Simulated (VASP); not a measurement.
# Si2W (P6_222) in VASP: further runs

Runs on Si2W. Level: PBE. Tasks: single point.

All numbers are computed with VASP 6.6.1; they aren't measurements. Logs are shortened: lines on timing, memory, paths and dates and some standing lists are left out, and cuts for length are marked.

## Step 1: The cell of the first run

The structure is hexagonal, space group P6_222 (No. 180). The conventional cell has a = 4.744 Å, b = 4.744 Å, c = 6.287 Å, α = 90.00°, β = 90.00°, γ = 120.00°. Within 3.3 Å of Si (site symmetry 2) lie 9 Si at 2.46 to 3.27 Å and 5 W at 2.53 to 2.82 Å. Within 3.3 Å of W (site symmetry 222) lie 10 Si at 2.53 to 2.82 Å and 4 W at 3.17 Å.

## Step 2: Single point, PBE

Contents of INCAR:

```
PREC     = Accurate       # precision mode
ENCUT    = 520            # plane-wave cutoff, eV
EDIFF    = 1E-6           # SCF threshold, eV
ISMEAR   = 0              # smearing method
SIGMA    = 0.03           # smearing width, eV
LREAL    = F              # projectors in reciprocal space
LASPH    = T              # aspherical terms in the spheres
NELM     = 80             # most SCF steps
ALGO     = Normal         # electronic algorithm
ISIF     = 2              # what is computed and relaxed
LWAVE    = F              # write WAVECAR
LCHARG   = T              # write CHGCAR
GGA      = PE             # functional
LELF     = T              # ELF
LVHAR    = T            
NBANDS   = 43             # bands
```

Contents of KPOINTS:

```
Automatic mesh
0
Gamma
  9 9 6
```

Contents of POSCAR:

```
Si2W
1.0
    4.7444861815      0.0000000000      0.0000000000
   -2.3722430908      4.1088455611      0.0000000000
    0.0000000000      0.0000000000      6.2873930878
Si W
6 3
Direct
    0.8425991990      0.6851983979      0.5000000000
    0.1574008010      0.8425991990      0.8333333333
    0.6851983979      0.8425991990      0.1666666667
    0.1574008010      0.3148016021      0.5000000000
    0.8425991990      0.1574008010      0.8333333333
    0.3148016021      0.1574008010      0.1666666667
    0.0000000000      0.5000000000      0.1666666667
    0.5000000000      0.5000000000      0.8333333333
    0.5000000000      0.0000000000      0.5000000000
```

Potentials or basis: VASP PAW PBE potentials, release 64 (Si, W_sv).

Started as:

```sh
> cat potpaw_PBE.64/Si/POTCAR potpaw_PBE.64/W_sv/POTCAR > POTCAR
> mpirun -np 1 vasp_std > vasp.out
```

OUTCAR:

```text
PREC = Accurate
   ENCUT = 520
   EDIFF = 1E-6
   ISMEAR = 0
   LREAL = F
   LASPH = T
   NELM = 80
   ISIF = 2
   GGA = PE

 ion  position               nearest neighbor table
   1  0.843  0.685  0.500-   2 2.46   3 2.46   7 2.53   8 2.53   4 2.59   9 2.70   9 2.70   9 2.82
                             4 2.82   4 2.82   6 3.07   5 3.07
   2  0.157  0.843  0.833-   1 2.46   6 2.46   9 2.53   7 2.53   5 2.59   8 2.70   8 2.70   8 2.82
                             5 2.82   5 2.82   4 3.07   3 3.07
   3  0.685  0.843  0.167-   1 2.46   5 2.46   9 2.53   8 2.53   6 2.59   7 2.70   7 2.70   7 2.82
                             6 2.82   6 2.82   4 3.07   2 3.07
   4  0.157  0.315  0.500-   5 2.46   6 2.46   7 2.53   8 2.53   1 2.59   9 2.70   9 2.70   9 2.82
                             1 2.82   1 2.82   3 3.07   2 3.07
   5  0.843  0.157  0.833-   4 2.46   3 2.46   9 2.53   7 2.53   2 2.59   8 2.70   8 2.70   8 2.82
                             2 2.82   2 2.82   1 3.07   6 3.07
   6  0.315  0.157  0.167-   4 2.46   2 2.46   9 2.53   8 2.53   3 2.59   7 2.70   7 2.70   7 2.82
                             3 2.82   3 2.82   1 3.07   5 3.07
   7  0.000  0.500  0.167-   1 2.53   4 2.53   2 2.53   5 2.53   6 2.70   3 2.70   6 2.70   3 2.70
                             3 2.82   6 2.82   9 3.17   9 3.17   8 3.17   8 3.17
   8  0.500  0.500  0.833-   1 2.53   4 2.53   3 2.53   6 2.53   2 2.70   5 2.70   2 2.70   5 2.70
                             5 2.82   2 2.82   9 3.17   9 3.17   7 3.17   7 3.17
   9  0.500  0.000  0.500-   3 2.53   6 2.53   5 2.53   2 2.53   4 2.70   1 2.70   4 2.70   1 2.70
                             4 2.82   1 2.82   7 3.17   7 3.17   8 3.17   8 3.17

  LATTYP: Found a hexagonal cell.
 ALAT       =     4.7444861815
 C/A-ratio  =     1.3252000000

  Lattice vectors:

 A1 = (   4.7444861815,   0.0000000000,   0.0000000000)
 A2 = (  -2.3722430908,   4.1088455611,   0.0000000000)
 A3 = (   0.0000000000,   0.0000000000,   6.2873930878)

Analysis of symmetry for initial positions (statically):
=====================================================================
 Subroutine PRICEL returns:
 Original cell was already a primitive cell.

 Routine SETGRP: Setting up the symmetry group for a
 hexagonal supercell.

 Subroutine GETGRP returns: Found 12 space group operations
 (whereof  4 operations were pure point group operations)
 out of a pool of 24 trial point group operations.

The static configuration has the point symmetry D_2 .
 The point group associated with its full space group is D_6 .

Analysis of symmetry for dynamics (positions and initial velocities):
=====================================================================
 Subroutine PRICEL returns:
 Original cell was already a primitive cell.

 Routine SETGRP: Setting up the symmetry group for a
 hexagonal supercell.

 Subroutine GETGRP returns: Found 12 space group operations
 (whereof  4 operations were pure point group operations)
 out of a pool of 24 trial point group operations.

The dynamic configuration has the point symmetry D_2 .
 The point group associated with its full space group is D_6 .

 Subroutine INISYM returns: Found 12 space group operations
 (whereof  4 operations are pure point group operations),
 and found     1 'primitive' translations

----------------------------------------------------------------------------------------

                                     Primitive cell

  volume of cell :     122.5687

  direct lattice vectors                    reciprocal lattice vectors
     4.744486182  0.000000000  0.000000000     0.210770980  0.121688682  0.000000000
    -2.372243091  4.108845561  0.000000000     0.000000000  0.243377364  0.000000000
     0.000000000  0.000000000  6.287393088     0.000000000  0.000000000  0.159048430

  length of vectors
     4.744486182  4.744486182  6.287393088     0.243377364  0.243377364  0.159048430

  position of ions in fractional coordinates (direct lattice)
     0.842599199  0.685198398  0.500000000
     0.157400801  0.842599199  0.833333333
     0.685198398  0.842599199  0.166666667
     0.157400801  0.314801602  0.500000000
     0.842599199  0.157400801  0.833333333
     0.314801602  0.157400801  0.166666667
     0.000000000  0.500000000  0.166666667
     0.500000000  0.500000000  0.833333333
     0.500000000  0.000000000  0.500000000

  ion indices of the primitive-cell ions
   primitive index   ion index
                 1           1
                 2           2
                 3           3
                 4           4
                 5           5
                 6           6
                 7           7
                 8           8
                 9           9

----------------------------------------------------------------------------------------

 KPOINTS: Automatic mesh

Automatic generation of k-mesh.
 Grid dimensions read from file:
 generate k-points for:    9    9    6

 Generating k-lattice:

  Cartesian coordinates                     Fractional coordinates (reciprocal lattice)
     0.023418998  0.013520965  0.000000000     0.111111111 -0.000000000  0.000000000
     0.000000000  0.027041929  0.000000000     0.000000000  0.111111111  0.000000000
     0.000000000  0.000000000  0.026508072     0.000000000  0.000000000  0.166666667

  Length of vectors
     0.027041929  0.027041929  0.026508072

  Shift w.r.t. Gamma in fractional coordinates (k-lattice)
     0.000000000  0.000000000  0.000000000

 Subroutine IBZKPT returns following result:
 ===========================================

 Found     48 irreducible k-points:

 Following reciprocal coordinates:
            Coordinates               Weight
  0.000000  0.000000  0.000000      1.000000
  0.111111 -0.000000  0.000000      6.000000
  0.222222  0.000000  0.000000      6.000000
  0.333333  0.000000  0.000000      6.000000
  0.444444  0.000000  0.000000      6.000000
  0.111111  0.111111  0.000000      6.000000
[... 16 lines left out ...]
  0.333333  0.222222  0.166667     24.000000
  0.333333  0.333333  0.166667      4.000000
 [... further k-points ...]
   k-points           NKPTS =     48   k-points in BZ     NKDIM =     48   number of bands    NBANDS=     43
   number of dos      NEDOS =    301   number of ions     NIONS =      9
   total plane-waves  NPLWV =  62208
   dimension x,y,z NGX =    36 NGY =   36 NGZ =   48
   dimension x,y,z NGXF=    72 NGYF=   72 NGZF=   96
   ions per type =               6   3
   NGX,Y,Z   is equivalent  to a cutoff of  12.61, 12.61, 12.69 a.u.
   NGXF,Y,Z  is equivalent  to a cutoff of  25.23, 25.23, 25.38 a.u.
 SYSTEM =  unknown system
   PREC   = accura    normal or accurate (medium, high low for compatibility)
   ISTART =      0    job   : 0-new  1-cont  2-samecut
   ICHARG =      2    charge: 1-file 2-atom 10-const
   ISPIN  =      1    spin polarized calculation?
   LNONCOLLINEAR =      F non collinear calculations
   LSORBIT =      F    spin-orbit coupling
   LASPH  =      T    aspherical Exc in radial PAW
   ENCUT  =  520.0 eV  38.22 Ry    6.18 a.u.   8.82  8.82 11.69*2*pi/ulx,y,z
   NELM   =     80;   NELMIN=  2; NELMDL= -5     # of ELM steps
   EDIFF  = 0.1E-05   stopping-criterion for ELM
   LREAL  =      F    real-space projection
   EDIFFG = 0.1E-04   stopping-criterion for IOM
   NSW    =      0    number of steps for IOM
   IBRION =     -1    ionic relax: 0-MD 1-quasi-New 2-CG
   NFREE  =      0    steps in history (QN), initial steepest desc. (CG)
   ISIF   =      2    stress and relaxation
   ISYM   =      2    0-nonsym 1-usesym 2-fastsym
   POTIM  = 0.5000    time-step for ionic-motion
   TEBEG  =    0.0;   TEEND  =   0.0 temperature during run
   PSTRESS=    0.0 pullay stress
   NELECT =      66.0000    total number of electrons
   NUPDOWN=      -1.0000    fix difference up-down
   EMIN   =  10.00;   EMAX   =-10.00  energy-range for DOS
   EFERMI =   0.00;   METHOD = LEGACY
   ISMEAR =     0;   SIGMA  =   0.03  broadening in eV -4-tet -1-fermi 0-gaus
   EFERMI_NEDOS =   21; number of points for ismear=-14 and -15
   IALGO  =     38    algorithm
   IMIX   =      4    mixing-type and parameters
     AMIX     =   0.40;   BMIX     =  1.00
     AMIX_MAG =   1.60;   BMIX_MAG =  1.00
  volume/ion in A,a.u.               =      13.62        91.90
  Fermi-wavevector in a.u.,A,eV,Ry     =   1.331873  2.516876 24.135194  1.773887
  Thomas-Fermi vector in A             =   2.460851
   LORBIT       =      0    0 simple, 1 ext, 2 COOP (PROOUT), +10 PAW based schemes
   GGA     = PE    functional components
   LHFCALC =     F    Hartree Fock is set to
   AEXX    =    0.0000 exact exchange contribution
   IVDW    =     0    specifies the selected vdW correction
   LEPSILON=     F    determine dielectric tensor
   LRPA    =     F    only Hartree local field effects (RPA)
 non-spin polarized calculation
 Gauss-broadening in eV      SIGMA  =   0.03
  energy-cutoff  :      520.00
  volume of cell :      122.57
 maximum number of plane-waves:      3327
 NGX is ok and might be reduce to    36

 number of electron      65.9999995 magnetization

 Free energy of the ion-electron system (eV)
  ---------------------------------------------------
  ext. energy  EPLUGINS =         0.00000000
  ---------------------------------------------------
  free energy    TOTEN  =       -73.28506259 eV

  energy without entropy =      -73.28480531  energy(sigma->0) =      -73.28493395

 E-fermi :  12.5713     XC(G=0): -12.4682

 val. band max:       12.4140730000   @ k =   0.4444   0.1111   0.5000
 cond. band min:      12.5779629187   @ k =   0.0000   0.0000   0.3333
 fundamental gap:      0.1638899187
 Fermi energy:        12.5713483395

 k-point     1 :       0.0000    0.0000    0.0000
  band No.  band energies     occupation
      1     -61.9617      2.00000
      2     -61.9480      2.00000
      3     -61.9480      2.00000
      4     -26.3685      2.00000
      5     -26.3685      2.00000
      6     -26.3140      2.00000
[... 35 lines left out ...]
     42      15.5625      0.00000
     43      15.5625      0.00000

 k-point     2 :       0.1111   -0.0000    0.0000
  band No.  band energies     occupation
      1     -61.9614      2.00000
      2     -61.9484      2.00000
      3     -61.9481      2.00000
      4     -26.3691      2.00000
      5     -26.3679      2.00000
      6     -26.3178      2.00000
[... 35 lines left out ...]
     42      15.1898      0.00000
     43      15.6171      0.00000

 k-point     3 :       0.2222    0.0000    0.0000
  band No.  band energies     occupation
      1     -61.9603      2.00000
      2     -61.9495      2.00000
      3     -61.9481      2.00000
      4     -26.3703      2.00000
      5     -26.3659      2.00000
      6     -26.3252      2.00000
[... 35 lines left out ...]
     42      15.2700      0.00000
     43      16.2056      0.00000

 k-point     4 :       0.3333    0.0000    0.0000
  band No.  band energies     occupation
      1     -61.9588      2.00000
      2     -61.9509      2.00000
      3     -61.9481      2.00000
      4     -26.3714      2.00000
      5     -26.3622      2.00000
      6     -26.3347      2.00000
[... 863 lines left out ...]
     42      15.4792      0.00000
     43      15.8161      0.00000

 k-point    23 :       0.3333    0.2222    0.1667
  band No.  band energies     occupation
      1     -61.9566      2.00000
      2     -61.9529      2.00000
      3     -61.9482      2.00000
      4     -26.3748      2.00000
      5     -26.3604      2.00000
      6     -26.3466      2.00000
[... 35 lines left out ...]
     42      15.3581      0.00000
     43      15.6492      0.00000

 k-point    24 :       0.3333    0.3333    0.1667
  band No.  band energies     occupation
      1     -61.9560      2.00000
      2     -61.9534      2.00000
      3     -61.9484      2.00000
      4     -26.3733      2.00000
      5     -26.3631      2.00000
      6     -26.3468      2.00000
[... 35 lines left out ...]
     42      15.3233      0.00000
     43      15.4225      0.00000

 [... further k-points ...]

------------------------ aborting loop because EDIFF is reached ----------------------------------------

  FORCE on cell =-STRESS in cart. coord.  units (eV):
  Direction    XX          YY          ZZ          XY          YZ          ZX
  --------------------------------------------------------------------------------------
  -------------------------------------------------------------------------------------
  Total       -3.3277314     -3.3277314     13.2417837      0.0000000      0.0000000      0.0000000
  in kB      -43.4989963    -43.4989963    173.0921832      0.0000000      0.0000000      0.0000000
  external PRESSURE =      28.6980635 kB  Pullay stress =       0.0000000 kB

 VOLUME and BASIS-vectors are now :
 -----------------------------------------------------------------------------
  energy-cutoff  :      520.00
  volume of cell :      122.57
      direct lattice vectors                 reciprocal lattice vectors
     4.744486182  0.000000000  0.000000000     0.210770980  0.121688682  0.000000000
    -2.372243091  4.108845561  0.000000000     0.000000000  0.243377364  0.000000000
     0.000000000  0.000000000  6.287393088     0.000000000  0.000000000  0.159048430

 POSITION                                       TOTAL-FORCE (eV/Angst)
 -----------------------------------------------------------------------------------
      2.37224      2.81537      3.14370         0.000000     -0.630958      0.000000
     -1.25206      3.46211      5.23949         0.546426     -0.315479      0.000000
      1.25206      3.46211      1.04790        -0.546426     -0.315479      0.000000
     -0.00000      1.29347      3.14370        -0.000000      0.630958      0.000000
      3.62431      0.64674      5.23949        -0.546426      0.315479      0.000000
      1.12018      0.64674      1.04790         0.546426      0.315479      0.000000
     -1.18612      2.05442      1.04790         0.000000      0.000000     -0.000000
      1.18612      2.05442      5.23949         0.000000      0.000000      0.000000
      2.37224      0.00000      3.14370         0.000000      0.000000      0.000000
 -----------------------------------------------------------------------------------
    total drift:                                0.000000     -0.000000      0.000000

  FREE ENERGIE OF THE ION-ELECTRON SYSTEM (eV)
  ---------------------------------------------------
  free  energy   TOTEN  =       -73.2850625941 eV

  energy  without entropy=      -73.2848053098  energy(sigma->0) =      -73.28493395
```

It took 4.3 min on 1 thread of Intel Xeon 6975P-C (Granite Rapids), shared host; peak memory 0.35 GiB.

Results:

- Free energy: -73.2851 eV
- Pressure: 2.9 GPa
- Largest force: 0.631 eV/Å

Forces on the atoms (eV/Å):
```
Si   0.000 -0.631  0.000
Si   0.546 -0.315  0.000
Si  -0.546 -0.315  0.000
Si   0.000  0.631  0.000
Si  -0.546  0.315  0.000
Si   0.546  0.315  0.000
W    0.000  0.000  0.000
W    0.000  0.000  0.000
W    0.000  0.000  0.000
```

Caveat: spin-orbit coupling is left out, which moves the levels of the heavy elements.

## Step 3: Single point, PBE

This run uses another cell than the first one, of the same volume but with other edges.

Contents of INCAR:

```
SYSTEM = Si2W
PREC = Accurate
ENCUT = 520
EDIFF = 1E-6
ISMEAR = 0
SIGMA = 0.03
LREAL = .FALSE.
LASPH = .TRUE.
NELM = 80
ALGO = Normal
ISIF = 2
LWAVE = .FALSE.
LCHARG = .TRUE.
GGA = PE
LELF = .TRUE.
LVHAR = .TRUE.
NBANDS = 43
```

Contents of KPOINTS:

```
Automatic mesh
0
G
  9 9 6
  0 0 0
```

Contents of POSCAR:

```
Si2W
1.0
    4.4975331999      0.0000000000      0.0000000000
   -2.2487666000      3.8949780055      0.0000000000
    0.0000000000      0.0000000000      6.9968123992
Si W
6 3
Direct
    0.8050634200      0.6101268399      0.5000000000
    0.1949365800      0.8050634200      0.8333333333
    0.6101268399      0.8050634200      0.1666666667
    0.1949365800      0.3898731601      0.5000000000
    0.8050634200      0.1949365800      0.8333333333
    0.3898731601      0.1949365800      0.1666666667
    0.0000000000      0.5000000000      0.1666666667
    0.5000000000      0.5000000000      0.8333333333
    0.5000000000      0.0000000000      0.5000000000
```

Potentials or basis: VASP PAW PBE potentials, release 64 (Si, W_sv).

Started as:

```sh
> cat potpaw_PBE.64/Si/POTCAR potpaw_PBE.64/W_sv/POTCAR > POTCAR
> mpirun -np 1 vasp_std > vasp.out
```

It took 4.7 min on 1 thread of Intel Xeon 6975P-C (Granite Rapids), shared host; peak memory 0.36 GiB.

It converged, with:

```
Free energy            : -70.5023 eV
Pressure               : 10.5 GPa
Largest force          : 4.014 eV/Å
Band gap on the k mesh : zero (bands 33 and 34 overlap by 0.02 eV)
```

Forces on the atoms (eV/Å):
```
Si   0.000  4.014  0.000
Si  -3.476  2.007  0.000
Si   3.476  2.007  0.000
Si   0.000 -4.014  0.000
Si   3.476 -2.007  0.000
Si  -3.476 -2.007  0.000
W    0.000  0.000  0.000
W    0.000  0.000  0.000
W    0.000  0.000  0.000
```

Stress tensor (GPa, compression positive):
```
18.26  0.00  0.00
 0.00 18.26  0.00
 0.00  0.00 -5.14
```

Levels at points of the mesh, in eV from the Fermi level:
```
           k point  band 29  band 30  band 31  band 32  band 33  band 34  band 35  band 36  band 37  band 38
(0.00, 0.00, 0.00)    -2.56    -1.55    -1.55    -1.14    -1.13     2.49     2.56     2.56     2.96     3.19
(0.00, 0.00, 0.50)    -1.94    -1.94    -1.27    -1.27    -0.25     1.10     2.00     2.30     2.30     2.78
```

Caveat: the cell stands under pressure; spin-orbit coupling is left out, which moves the levels of the heavy elements; forces of over 1 eV/Å act on the atoms, so gaps and moduli don't describe the material at rest.

(Continued in part 2 of 2.)
